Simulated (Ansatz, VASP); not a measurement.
**Two plane-wave programs on Se**

Contents of INCAR:

```
PREC = Accurate
ENCUT = 520
EDIFF = 1E-7
ISMEAR = 0
SIGMA = 0.15
LREAL = F
LASPH = T
NELM = 100
ALGO = Normal
ISIF = 2
LWAVE = F
LCHARG = T
GGA = PE
IVDW = 12
LELF = T
LVHAR = T
NBANDS = 9
```

The input KPOINTS:

```
Automatic mesh
0
Gamma
  16 16 16
```

POSCAR

```
Se
1.0
    2.8105630200      0.0000000000      0.0000000000
    0.0000000000      2.8105630200      0.0351320378
    0.0000000000      0.0351320378      2.8105630200
Se
1
Direct
    0.0000000000      0.0000000000      0.0000000000
```

Input for Ansatz:

```yaml
crystal:
  lattice:
    - [2.81056302, 0.0, 0.0]
    - [0.0, 2.81056302, 0.0351320378]
    - [0.0, 0.0351320378, 2.81056302]
  atoms:
    - { symbol: Se, position: [0.0, 0.0, 0.0] }
basis:
  ecutwfc: 420
kpoints:
  mp_grid: { grid: [16, 16, 16] }
hamiltonian:
  xc: pbe
  dispersion: d3bj
scf:
  occupations: { method: gaussian, width: 0.15 }
output:
  forces: true
  stress: true
  eigenvalues: true
```

Change from the starting cell: strain +0.0250 x Voigt [0, 0, 0, 1, 0, 0], atoms carried along.

Alike in both runs: task single point; functional PBE; dispersion D3(BJ); k mesh 16 × 16 × 16; occupations gaussian, width 0.15 eV; no spin polarisation.

```csv
,VASP,Ansatz
version,VASP 6.6.1,Ansatz 0.2.0
potentials or method,"VASP PAW PBE potentials, release 64 (Se), cutoff 520 eV","scalar-relativistic, plane waves, PAW"
valence electrons in the cell,6,16
```

|  | VASP | Ansatz | Ansatz less VASP |
| --- | --- | --- | --- |
| gap on the k mesh at the Fermi level (eV) | none | none | - |
| pressure (GPa) | -1.3 | -1.4 | -0.03 |
| traceless stress, the component that is largest in VASP (GPa) | -0.23 | -0.23 | -0.001 |

A gap of «none» marks a metal or a gap that the smearing closes. VASP's potentials hold 6 valence electrons a cell and Ansatz's 16, so a difference there can come from the potentials and not from the codes.
